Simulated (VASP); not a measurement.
The system is CO2.

```
CELL_PARAMETERS angstrom
5.97845 0.00000 0.00000
0.00000 5.97845 0.00000
0.00000 0.00000 5.97845
ATOMIC_POSITIONS crystal
C 0.00000 0.00000 0.00000
C 0.50000 0.00000 0.50000
C 0.50000 0.50000 0.00000
C 0.00000 0.50000 0.50000
O 0.11293 0.11293 0.11293
O 0.38707 0.88707 0.61293
O 0.61293 0.38707 0.88707
O 0.88707 0.61293 0.38707
O 0.88707 0.88707 0.88707
O 0.61293 0.11293 0.38707
O 0.38707 0.61293 0.11293
O 0.11293 0.38707 0.61293
```

| Quantity | Value |
| --- | --- |
| Program | VASP 6.6.1 |
| Task | relaxation of cell and atoms |
| Functional | PBE |
| Potentials or basis | VASP PAW PBE potentials, release 64 (C, O) |
| Cutoff | 600 eV |
| k mesh | 4 × 4 × 4 |
| Occupations | gaussian, width 0.02 eV |
| Spin | no spin polarisation |

At the start: pressure 1.2 GPa; volume 17.81 Å³/atom.

**Question.** Where does the relaxation end?

**Answer.** Over 13 steps the energy falls by 2.2 meV/atom and the volume is 16.67 Å³/atom (-6.4 %); space group Pa-3 (No. 205, to 0.05 Å).

Step by step:
```
step  energy change (eV)  largest force (eV/Å)  pressure (GPa)  volume (Å³)
   1              0.0000                0.6351            1.25       213.68
   2              0.3931                2.9761           -7.22       217.99
   3             -0.0144                0.0048           -0.22       214.33
   4             -0.0144                0.0194           -0.19       214.32
   5             -0.0144                0.0312           -0.17       214.30
   6             -0.0151                0.0292           -0.16       213.79
   7             -0.0172                0.0260           -0.15       212.24
   8             -0.0208                0.0210           -0.12       209.16
   9             -0.0253                0.0216           -0.02       203.10
  10             -0.0198                0.0632            0.40       191.33
  11             -0.0259                0.0597            0.14       200.14
  12             -0.0197                0.4006           -0.98       199.56
  13             -0.0260                0.0004            0.00       200.06
```

Final structure:
```
C O
1.0
     5.84863    0.00000    0.00000
     0.00000    5.84863    0.00000
     0.00000    0.00000    5.84863
C O
4 8
Direct
  0.00000 0.00000 0.00000
  0.50000 0.00000 0.50000
  0.50000 0.50000 0.00000
  0.00000 0.50000 0.50000
  0.11599 0.11599 0.11599
  0.38401 0.88401 0.61599
  0.61599 0.38401 0.88401
  0.88401 0.61599 0.38401
  0.88401 0.88401 0.88401
  0.61599 0.11599 0.38401
  0.38401 0.61599 0.11599
  0.11599 0.38401 0.61599
```
